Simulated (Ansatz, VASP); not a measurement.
# As in VASP and in Ansatz

INCAR

```
SYSTEM = As
  PREC = Accurate
  ENCUT = 520
  EDIFF = 1E-6
  ISMEAR = 0
  SIGMA = 0.02
  LREAL = .FALSE.
  LASPH = .TRUE.
  NELM = 100
  ALGO = Normal
  ISIF = 2
  LWAVE = .FALSE.
  LCHARG = .FALSE.
  LDIPOL = .TRUE.
  IDIPOL = 3
  DIPOL = 0.5 0.5 0.500
  GGA = PE
  IVDW = 12
  NBANDS = 12
```

File KPOINTS:

```
regular mesh
0
G
  9 9 1
  0 0 0
```

POSCAR

```
As
1.0
    3.7500000000      0.0000000000      0.0000000000
   -1.8750000000      3.2475952642      0.0000000000
    0.0000000000      0.0000000000     28.5742413766
As
2
Direct
    0.3333333333      0.6666666667      0.4633236107
    0.6666666667      0.3333333333      0.5366763893
```

Input for Ansatz:

```yaml
crystal:
  lattice:
    - [3.75, 0.0, 0.0]
    - [-1.875, 3.2475952642, 0.0]
    - [0.0, 0.0, 28.5742413766]
  atoms:
    - { symbol: As, position: [0.3333333333, 0.6666666667, 0.4633236107] }
    - { symbol: As, position: [0.6666666667, 0.3333333333, 0.5366763893] }
  periodic: [true, true, false]
basis:
  ecutwfc: 420
kpoints:
  mp_grid: { grid: [9, 9, 1] }
hamiltonian:
  xc: pbe
  dispersion: d3bj
scf:
  occupations: { method: gaussian, width: 0.02 }
output:
  forces: true
  stress: true
  eigenvalues: true
```

Alike in both runs: task single point; functional PBE; dispersion D3(BJ); k mesh 9 × 9 × 1; occupations gaussian, width 0.02 eV; no spin polarisation.

```csv
,VASP,Ansatz
version,VASP 6.6.1,Ansatz 0.2.0
potentials or method,"VASP PAW PBE potentials, release 64 (As), cutoff 520 eV","scalar-relativistic, plane waves, PAW"
valence electrons in the cell,10,30
```

|  | VASP | Ansatz | Ansatz less VASP |
| --- | --- | --- | --- |
| rms of the force components (eV/Å) | 2.142 | 2.141 | -0.0004 |

Atom by atom the forces differ by 0.000 eV/Å (rms over components). VASP's potentials hold 10 valence electrons a cell and Ansatz's 30, so a difference there can come from the potentials and not from the codes.
